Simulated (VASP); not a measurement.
# Lu (P6_3/mmc) in VASP: a series of runs

The runs below take Lu through single point, with PBE.

Everything below comes from runs of VASP 6.6.1. Logs are shortened: lines on timing, memory, paths and dates and some standing lists are left out, and cuts for length are marked.

## Step 1: The cell of the first run

The structure is hexagonal, space group P6_3/mmc (No. 194). The conventional cell has a = 3.220 Å, b = 3.220 Å, c = 10.365 Å, α = 90.00°, β = 90.00°, γ = 120.00°. Within 4.2 Å of Lu (site symmetry -3m) lie 12 Lu at 3.19 to 3.22 Å. Within 4.2 Å of Lu (site symmetry -6m2) lie 12 Lu at 3.19 to 3.22 Å.

## Step 2: Single point, PBE

File INCAR:

```
SYSTEM = Lu
ALGO = Normal
EDIFF = 1E-7
ENCUT = 520
GGA = PE
ISIF = 2
ISMEAR = -1
LASPH = .True.
LCHARG = .True.
LELF = .True.
LREAL = .False.
LVHAR = .True.
LWAVE = .False.
NBANDS = 58
NELM = 100
PREC = Accurate
SIGMA = 0.1
```

File KPOINTS:

```
k-points
0
Gamma
  10 10 3
  0 0 0
```

File POSCAR:

```
Lu
1.0
    3.2199424059      0.0000000000      0.0000000000
   -1.6099712029      2.7885519222      0.0000000000
    0.0000000000      0.0000000000     10.3650414639
Lu
4
Direct
    0.0000000000      0.0000000000      0.0000000000
    0.0000000000      0.0000000000      0.5000000000
    0.3333333333      0.6666666667      0.2500000000
    0.6666666667      0.3333333333      0.7500000000
```

Potentials or basis: VASP PAW PBE potentials, release 64 (Lu).

Command:

```
$ cat potpaw_PBE.64/Lu/POTCAR > POTCAR
$ mpirun -np 1 vasp_std > vasp.out
```

OUTCAR:

```text
SYSTEM = Lu
   EDIFF = 1E-7
   ENCUT = 520
   GGA = PE
   ISIF = 2
   ISMEAR = -1
   LASPH = .True.
   LREAL = .False.
   NELM = 100
   PREC = Accurate

 ion  position               nearest neighbor table
   1  0.000  0.000  0.000-   3 3.19   4 3.19   3 3.19   4 3.19   4 3.19   3 3.19
   2  0.000  0.000  0.500-   3 3.19   4 3.19   3 3.19   4 3.19   4 3.19   3 3.19
   3  0.333  0.667  0.250-   1 3.19   2 3.19   1 3.19   2 3.19   1 3.19   2 3.19
   4  0.667  0.333  0.750-   1 3.19   2 3.19   1 3.19   2 3.19   1 3.19   2 3.19

  LATTYP: Found a hexagonal cell.
 ALAT       =     3.2199424059
 C/A-ratio  =     3.2190145528

  Lattice vectors:

 A1 = (   3.2199424059,   0.0000000000,   0.0000000000)
 A2 = (  -1.6099712029,   2.7885519222,   0.0000000000)
 A3 = (   0.0000000000,   0.0000000000,  10.3650414639)

Analysis of symmetry for initial positions (statically):
=====================================================================
 Subroutine PRICEL returns:
 Original cell was already a primitive cell.

 Routine SETGRP: Setting up the symmetry group for a
 hexagonal supercell.

 Subroutine GETGRP returns: Found 24 space group operations
 (whereof 12 operations were pure point group operations)
 out of a pool of 24 trial point group operations.

The static configuration has the point symmetry D_3d.
 The point group associated with its full space group is D_6h.

Analysis of symmetry for dynamics (positions and initial velocities):
=====================================================================
 Subroutine PRICEL returns:
 Original cell was already a primitive cell.

 Routine SETGRP: Setting up the symmetry group for a
 hexagonal supercell.

 Subroutine GETGRP returns: Found 24 space group operations
 (whereof 12 operations were pure point group operations)
 out of a pool of 24 trial point group operations.

The dynamic configuration has the point symmetry D_3d.
 The point group associated with its full space group is D_6h.

 Subroutine INISYM returns: Found 24 space group operations
 (whereof 12 operations are pure point group operations),
 and found     1 'primitive' translations

----------------------------------------------------------------------------------------

                                     Primitive cell

  volume of cell :      93.0675

  direct lattice vectors                    reciprocal lattice vectors
     3.219942406  0.000000000  0.000000000     0.310564561  0.179304533  0.000000000
    -1.609971203  2.788551922  0.000000000     0.000000000  0.358609066  0.000000000
     0.000000000  0.000000000 10.365041464     0.000000000  0.000000000  0.096478148

  length of vectors
     3.219942406  3.219942406 10.365041464     0.358609066  0.358609066  0.096478148

  position of ions in fractional coordinates (direct lattice)
     0.000000000  0.000000000  0.000000000
     0.000000000  0.000000000  0.500000000
     0.333333333  0.666666667  0.250000000
     0.666666667  0.333333333  0.750000000

  ion indices of the primitive-cell ions
   primitive index   ion index
                 1           1
                 2           2
                 3           3
                 4           4

----------------------------------------------------------------------------------------

 KPOINTS: k-points

Automatic generation of k-mesh.
 Grid dimensions read from file:
 generate k-points for:   10   10    3

 Generating k-lattice:

  Cartesian coordinates                     Fractional coordinates (reciprocal lattice)
     0.031056456  0.017930453  0.000000000     0.100000000 -0.000000000  0.000000000
     0.000000000  0.035860907  0.000000000     0.000000000  0.100000000  0.000000000
     0.000000000  0.000000000  0.032159383     0.000000000  0.000000000  0.333333333

  Length of vectors
     0.035860907  0.035860907  0.032159383

  Shift w.r.t. Gamma in fractional coordinates (k-lattice)
     0.000000000  0.000000000  0.000000000

 Subroutine IBZKPT returns following result:
 ===========================================

 Found     28 irreducible k-points:

 Following reciprocal coordinates:
            Coordinates               Weight
  0.000000  0.000000  0.000000      1.000000
  0.100000  0.000000  0.000000      6.000000
  0.200000  0.000000  0.000000      6.000000
  0.300000  0.000000  0.000000      6.000000
  0.400000  0.000000  0.000000      6.000000
  0.500000  0.000000  0.000000      3.000000
[... 16 lines left out ...]
  0.300000  0.100000  0.333333     24.000000
  0.400000  0.100000  0.333333     24.000000
 [... further k-points ...]
   k-points           NKPTS =     28   k-points in BZ     NKDIM =     28   number of bands    NBANDS=     58
   number of dos      NEDOS =    301   number of ions     NIONS =      4
   total plane-waves  NPLWV =  46080
   dimension x,y,z NGX =    24 NGY =   24 NGZ =   80
   dimension x,y,z NGXF=    48 NGYF=   48 NGZF=  160
   ions per type =               4
   NGX,Y,Z   is equivalent  to a cutoff of  12.39, 12.39, 12.83 a.u.
   NGXF,Y,Z  is equivalent  to a cutoff of  24.78, 24.78, 25.66 a.u.
 SYSTEM =  Lu
   PREC   = accura    normal or accurate (medium, high low for compatibility)
   ISTART =      0    job   : 0-new  1-cont  2-samecut
   ICHARG =      2    charge: 1-file 2-atom 10-const
   ISPIN  =      1    spin polarized calculation?
   LNONCOLLINEAR =      F non collinear calculations
   LSORBIT =      F    spin-orbit coupling
   LASPH  =      T    aspherical Exc in radial PAW
   ENCUT  =  520.0 eV  38.22 Ry    6.18 a.u.   5.99  5.99 19.27*2*pi/ulx,y,z
   NELM   =    100;   NELMIN=  2; NELMDL= -5     # of ELM steps
   EDIFF  = 0.1E-06   stopping-criterion for ELM
   LREAL  =      F    real-space projection
   EDIFFG = 0.1E-05   stopping-criterion for IOM
   NSW    =      0    number of steps for IOM
   IBRION =     -1    ionic relax: 0-MD 1-quasi-New 2-CG
   NFREE  =      0    steps in history (QN), initial steepest desc. (CG)
   ISIF   =      2    stress and relaxation
   ISYM   =      2    0-nonsym 1-usesym 2-fastsym
   POTIM  = 0.5000    time-step for ionic-motion
   TEBEG  =    0.0;   TEEND  =   0.0 temperature during run
   PSTRESS=    0.0 pullay stress
   NELECT =     100.0000    total number of electrons
   NUPDOWN=      -1.0000    fix difference up-down
   EMIN   =  10.00;   EMAX   =-10.00  energy-range for DOS
   EFERMI =   0.00;   METHOD = LEGACY
   ISMEAR =    -1;   SIGMA  =   0.10  broadening in eV -4-tet -1-fermi 0-gaus
   EFERMI_NEDOS =   21; number of points for ismear=-14 and -15
   IALGO  =     38    algorithm
   IMIX   =      4    mixing-type and parameters
     AMIX     =   0.40;   BMIX     =  1.00
     AMIX_MAG =   1.60;   BMIX_MAG =  1.00
  volume/ion in A,a.u.               =      23.27       157.01
  Fermi-wavevector in a.u.,A,eV,Ry     =   1.676778  3.168651 38.253924  2.811584
  Thomas-Fermi vector in A             =   2.761161
   LORBIT       =      0    0 simple, 1 ext, 2 COOP (PROOUT), +10 PAW based schemes
   GGA     = PE    functional components
[... 5 lines left out ...]
 non-spin polarized calculation
  energy-cutoff  :      520.00
  volume of cell :       93.07
 maximum number of plane-waves:      2536
 NGX is ok and might be reduce to    24
   NGX = 11   NGY = 11   NGZ = 39

 number of electron     100.0000000 magnetization

 number of electron      99.9999984 magnetization

 Free energy of the ion-electron system (eV)
  ---------------------------------------------------
  ext. energy  EPLUGINS =         0.00000000
  ---------------------------------------------------
  free energy    TOTEN  =       -17.21079660 eV

  energy without entropy =      -17.07412303  energy(sigma->0) =      -17.14245981

 E-fermi :   3.1988     XC(G=0): -11.7950

 val. band max:        3.1850107240   @ k =   0.2000   0.0000   0.3333
 cond. band min:       3.2169659855   @ k =   0.3000   0.1000   0.0000
 fundamental gap:      0.0319552615
 Fermi energy:         3.1987991994

 k-point     1 :       0.0000    0.0000    0.0000
  band No.  band energies     occupation
      1     -52.5979      2.00000
      2     -52.5548      2.00000
      3     -52.5542      2.00000
      4     -52.5108      2.00000
      5     -23.8637      2.00000
      6     -23.3652      2.00000
[... 50 lines left out ...]
     57       6.0196      0.00000
     58       6.0464      0.00000

 k-point     2 :       0.1000    0.0000    0.0000
  band No.  band energies     occupation
      1     -52.5912      2.00000
      2     -52.5499      2.00000
      3     -52.5494      2.00000
      4     -52.5078      2.00000
      5     -23.8312      2.00000
      6     -23.3770      2.00000
[... 50 lines left out ...]
     57       6.1094      0.00000
     58       6.3100      0.00000

 k-point     3 :       0.2000    0.0000    0.0000
  band No.  band energies     occupation
      1     -52.5730      2.00000
      2     -52.5371      2.00000
      3     -52.5366      2.00000
      4     -52.5004      2.00000
      5     -23.7412      2.00000
      6     -23.4391      2.00000
[... 1216 lines left out ...]
      3     -52.5009      2.00000
      4     -52.4927      2.00000
      5     -23.6812      2.00000
      6     -23.6240      2.00000
[... 50 lines left out ...]
     57       5.8708      0.00000
     58       6.3771      0.00000

 k-point    24 :       0.4000    0.1000    0.3333
  band No.  band energies     occupation
      1     -52.5156      2.00000
      2     -52.5103      2.00000
      3     -52.4960      2.00000
      4     -52.4907      2.00000
      5     -23.7589      2.00000
      6     -23.7411      2.00000
[... 50 lines left out ...]
     57       5.9020      0.00000
     58       6.3808      0.00000

 [... further k-points ...]

------------------------ aborting loop because EDIFF is reached ----------------------------------------

  FORCE on cell =-STRESS in cart. coord.  units (eV):
  Direction    XX          YY          ZZ          XY          YZ          ZX
  --------------------------------------------------------------------------------------
  -------------------------------------------------------------------------------------
  Total        8.2679927      8.2679927      8.2715117      0.0000000     -0.0000000     -0.0000000
  in kB      142.3353535    142.3353534    142.3959337      0.0000000     -0.0000000     -0.0000000
  external PRESSURE =     142.3555469 kB  Pullay stress =       0.0000000 kB

 VOLUME and BASIS-vectors are now :
 -----------------------------------------------------------------------------
  energy-cutoff  :      520.00
  volume of cell :       93.07
      direct lattice vectors                 reciprocal lattice vectors
     3.219942406  0.000000000  0.000000000     0.310564561  0.179304533  0.000000000
    -1.609971203  2.788551922  0.000000000     0.000000000  0.358609066  0.000000000
     0.000000000  0.000000000 10.365041464     0.000000000  0.000000000  0.096478148

 POSITION                                       TOTAL-FORCE (eV/Angst)
 -----------------------------------------------------------------------------------
      0.00000      0.00000      0.00000        -0.000000      0.000000     -0.000000
      0.00000      0.00000      5.18252        -0.000000      0.000000     -0.000000
     -0.00000      1.85903      2.59126         0.000000      0.000000     -0.000000
      1.60997      0.92952      7.77378         0.000000      0.000000      0.000000
 -----------------------------------------------------------------------------------
    total drift:                               -0.000000      0.000000     -0.000000

  FREE ENERGIE OF THE ION-ELECTRON SYSTEM (eV)
  ---------------------------------------------------
  free  energy   TOTEN  =       -17.2107966028 eV

  energy  without entropy=      -17.0741230252  energy(sigma->0) =      -17.14245981
```

It took 1.7 min on 1 thread of Intel Xeon 6975P-C (Granite Rapids), shared host; peak memory 0.27 GiB.

Results:

```yaml
Free_energy: -17.2108 eV
Pressure: 14.2 GPa
Band_gap_on_the_k_mesh: zero (bands 50 and 51 overlap by 1.56 eV)
```

Caveat: the cell stands under pressure; spin-orbit coupling is left out, which moves the levels of the heavy elements.

## Step 3: Single point, PBE (23.27 Å³/atom)

File INCAR:

```
SYSTEM = Lu
PREC = Accurate
ENCUT = 520
EDIFF = 1E-7
ISMEAR = -1
SIGMA = 0.1
LREAL = .False.
LASPH = .True.
NELM = 100
ALGO = Normal
ISIF = 2
LWAVE = .False.
LCHARG = .True.
GGA = PE
LELF = .True.
LVHAR = .True.
NBANDS = 58
```

File KPOINTS:

```
Automatic mesh
0
Gamma
  10 10 3
  0 0 0
```

POSCAR: that of step 2 with these lines changed.

```diff
@@ -3,3 +3,3 @@
     3.2199424059      0.0000000000      0.0000000000
-   -1.6099712029      2.7885519222      0.0000000000
+   -1.6099712030      2.7885519222      0.0000000000
     0.0000000000      0.0000000000     10.3650414639
```

Potentials or basis: VASP PAW PBE potentials, release 64 (Lu).

Command:

```
$ cat potpaw_PBE.64/Lu/POTCAR > POTCAR
$ mpirun -np 1 vasp_std > vasp.out
```

Run time: 1.8 min. Hardware: 1 thread of Intel Xeon 6975P-C (Granite Rapids), shared host; peak memory 0.27 GiB.

The run converged. Its results:

```
Free energy            : -17.2108 eV
Pressure               : 14.2 GPa
Band gap on the k mesh : zero (bands 50 and 51 overlap by 1.56 eV)
```

Levels at points of the mesh, in eV from the Fermi level:
```tsv
k point	band 48	band 49	band 50	band 51	band 52	band 53
(0.00, 0.00, 0.00)	-2.93	1.07	1.13	1.27	2.16	2.16
(0.50, 0.00, 0.00)	-1.79	-0.77	-0.71	-0.43	0.71	0.98
```

Caveat: the cell stands under pressure; spin-orbit coupling is left out, which moves the levels of the heavy elements.

## Step 4: Single point, PBE (23.27 Å³/atom)

File INCAR:

```
ALGO = Normal
EDIFF = 1E-7
ENCUT = 520
GGA = PE
ISIF = 2
ISMEAR = -1
LASPH = T
LCHARG = T
LELF = T
LREAL = F
LVHAR = T
LWAVE = F
NBANDS = 58
NELM = 80
PREC = Accurate
SIGMA = 0.1
```

File KPOINTS:

```
k-points
0
Gamma
  10 10 3
```

POSCAR is that of step 3.

Potentials or basis: VASP PAW PBE potentials, release 64 (Lu).

Command:

```
$ cat potpaw_PBE.64/Lu/POTCAR > POTCAR
$ mpirun -np 1 vasp_std > vasp.out
```

OUTCAR:

```text
EDIFF = 1E-7
   ENCUT = 520
   GGA = PE
   ISIF = 2
   ISMEAR = -1
   LASPH = T
   LREAL = F
   NELM = 80
   PREC = Accurate

 ion  position               nearest neighbor table
   1  0.000  0.000  0.000-   3 3.19   4 3.19   3 3.19   4 3.19   4 3.19   3 3.19
   2  0.000  0.000  0.500-   3 3.19   4 3.19   3 3.19   4 3.19   4 3.19   3 3.19
   3  0.333  0.667  0.250-   1 3.19   2 3.19   1 3.19   2 3.19   1 3.19   2 3.19
   4  0.667  0.333  0.750-   1 3.19   2 3.19   1 3.19   2 3.19   1 3.19   2 3.19
[... 1669 lines left out ...]
  Direction    XX          YY          ZZ          XY          YZ          ZX
  --------------------------------------------------------------------------------------
  -------------------------------------------------------------------------------------
  Total        8.2679984      8.2679984      8.2715172     -0.0000000      0.0000000     -0.0000000
  in kB      142.3354508    142.3354508    142.3960280     -0.0000000      0.0000000     -0.0000000
  external PRESSURE =     142.3556432 kB  Pullay stress =       0.0000000 kB

 VOLUME and BASIS-vectors are now :
 -----------------------------------------------------------------------------
  energy-cutoff  :      520.00
  volume of cell :       93.07
      direct lattice vectors                 reciprocal lattice vectors
     3.219942406  0.000000000  0.000000000     0.310564561  0.179304533  0.000000000
    -1.609971203  2.788551922  0.000000000     0.000000000  0.358609066  0.000000000
     0.000000000  0.000000000 10.365041464     0.000000000  0.000000000  0.096478148

 POSITION                                       TOTAL-FORCE (eV/Angst)
 -----------------------------------------------------------------------------------
      0.00000      0.00000      0.00000        -0.000000      0.000000     -0.000000
      0.00000      0.00000      5.18252        -0.000000      0.000000     -0.000000
     -0.00000      1.85903      2.59126         0.000000     -0.000000     -0.000000
      1.60997      0.92952      7.77378         0.000000      0.000000      0.000000
 -----------------------------------------------------------------------------------
    total drift:                               -0.000000      0.000000     -0.000000

  FREE ENERGIE OF THE ION-ELECTRON SYSTEM (eV)
  ---------------------------------------------------
  free  energy   TOTEN  =       -17.2107966026 eV

  energy  without entropy=      -17.0741230249  energy(sigma->0) =      -17.14245981
```

OSZICAR:

```text
N       E                     dE             d eps       ncg     rms          rms(c)
DAV:   1     0.107459008297E+04    0.10746E+04   -0.30623E+04  4418   0.567E+03
DAV:   2     0.158964255325E+03   -0.91563E+03   -0.86850E+03  4424   0.109E+03
DAV:   3     0.605810882798E+01   -0.15291E+03   -0.14927E+03  3488   0.264E+02
[... 11 lines left out ...]
DAV:  15    -0.172107956545E+02   -0.51339E-07   -0.24351E-05  5140   0.999E-02    0.376E-03
DAV:  16    -0.172107966323E+02   -0.97780E-06   -0.55605E-06  4586   0.381E-02    0.337E-03
DAV:  17    -0.172107965444E+02    0.87879E-07   -0.14660E-06  4198   0.254E-02    0.199E-03
DAV:  18    -0.172107965888E+02   -0.44402E-07   -0.10062E-06  3134   0.888E-03    0.197E-03
DAV:  19    -0.172107966026E+02   -0.13810E-07   -0.39677E-07  2804   0.758E-03
   1 F= -.17210797E+02 E0= -.17142460E+02  d E =-.136674E+00
```

Wall time 1.9 min (1 thread of Intel Xeon 6975P-C (Granite Rapids), shared host); peak memory 0.27 GiB.

Results:

- Free energy: -17.2108 eV
- Pressure: 14.2 GPa
- Band gap on the k mesh: zero (bands 50 and 51 overlap by 1.56 eV)

Levels at points of the mesh, in eV from the Fermi level:
```tsv
k point	band 48	band 49	band 50	band 51	band 52	band 53
(0.00, 0.00, 0.00)	-2.93	1.07	1.13	1.27	2.16	2.16
(0.50, 0.00, 0.00)	-1.79	-0.77	-0.71	-0.43	0.71	0.98
```

Caveat: the cell stands under pressure; spin-orbit coupling is left out, which moves the levels of the heavy elements.

## Step 5: Single point, PBE

This run uses another cell than the first one, of 29.08 Å³/atom.

File INCAR:

```
SYSTEM = Lu
ALGO = Normal
EDIFF = 1E-6
ENCUT = 520
GGA = PE
ISIF = 2
ISMEAR = -1
LASPH = .True.
LCHARG = .False.
LREAL = .False.
LWAVE = .False.
NBANDS = 58
NELM = 80
PREC = Accurate
SIGMA = 0.1
```

File KPOINTS:

```
k-points
0
Gamma
  10 10 3
  0 0 0
```

File POSCAR:

```
Lu
1.0
    3.4736491469      0.0000000000      0.0000000000
   -1.7368245734      3.0082684050      0.0000000000
    0.0000000000      0.0000000000     11.1328244942
Lu
4
Direct
    0.0000000000      0.0000000000      0.0000000000
    0.0000000000      0.0000000000      0.5000000000
    0.3333333333      0.6666666667      0.2500000000
    0.6666666667      0.3333333333      0.7500000000
```

Command:

```
$ cat potpaw_PBE.64/Lu/POTCAR > POTCAR
$ mpirun -np 1 vasp_std > vasp.out
```

Run time: 2.3 min. Hardware: 1 thread of Intel Xeon 6975P-C (Granite Rapids), shared host; peak memory 0.32 GiB.

Results (log left out):

- Free energy: -18.1064 eV
- Pressure: 0.0 GPa
- Band gap on the k mesh: zero (bands 50 and 51 overlap by 1.39 eV)

Levels at points of the mesh, in eV from the Fermi level:
```tsv
k point	band 47	band 48	band 49	band 50	band 51	band 52	band 53	band 54
(0.00, 0.00, 0.00)	-4.44	-2.50	0.47	1.03	1.08	2.03	2.03	2.11
(0.50, 0.00, 0.00)	-1.67	-1.60	-0.59	-0.44	-0.36	0.29	1.02	1.32
```

Caveat: spin-orbit coupling is left out, which moves the levels of the heavy elements.

The gap in the log of VASP goes by the Fermi energy; the results here count the filled bands.